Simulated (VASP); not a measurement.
Here is a VASP 6.6.1 calculation.

Contents of INCAR:

```
ALGO     = Normal         # electronic algorithm
EDIFF    = 1E-6           # SCF threshold, eV
ENCUT    = 520            # plane-wave cutoff, eV
ISIF     = 2              # what is computed and relaxed
ISMEAR   = 0              # smearing method
LASPH    = T              # aspherical terms in the spheres
LCHARG   = F              # write CHGCAR
LREAL    = F              # projectors in reciprocal space
LWAVE    = F              # write WAVECAR
NBANDS   = 22             # bands
NELM     = 60             # most SCF steps
PREC     = Accurate       # precision mode
SIGMA    = 0.05           # smearing width, eV
```

File KPOINTS:

```
k-points
0
Gamma
  9 9 9
```

POSCAR

```
Na2BrCl
1.0
    1.9888625555      1.1482703318      6.6283147061
   -1.9888625555      1.1482703318      6.6283147061
    0.0000000000     -2.2965406636      6.6283147061
Na Br Cl
2 1 1
Direct
    0.2545086910      0.2545086910      0.2545086910
    0.7454913090      0.7454913090      0.7454913090
    0.5000000000      0.5000000000      0.5000000000
    0.0000000000      0.0000000000      0.0000000000
```

Potentials or basis: VASP PAW LDA potentials, release 64 (Na_pv, Br, Cl).

Run with:

```console
$ cat potpaw_LDA.64/Na_pv/POTCAR potpaw_LDA.64/Br/POTCAR potpaw_LDA.64/Cl/POTCAR > POTCAR
$ mpirun -np 1 vasp_std > vasp.out
```

Task: Predict the pressure.

Result: -0.5 GPa.

Task: Predict the largest force.

Result: 0.007 eV/Å.

Stress tensor (GPa, compression positive):
```
-0.38  0.00  0.00
 0.00 -0.38  0.00
 0.00  0.00 -0.84
```

Caveat: the cell differs from its parent crystal (strain +0.0200 x Voigt [0, 0, 1, 0, 0, 0]).
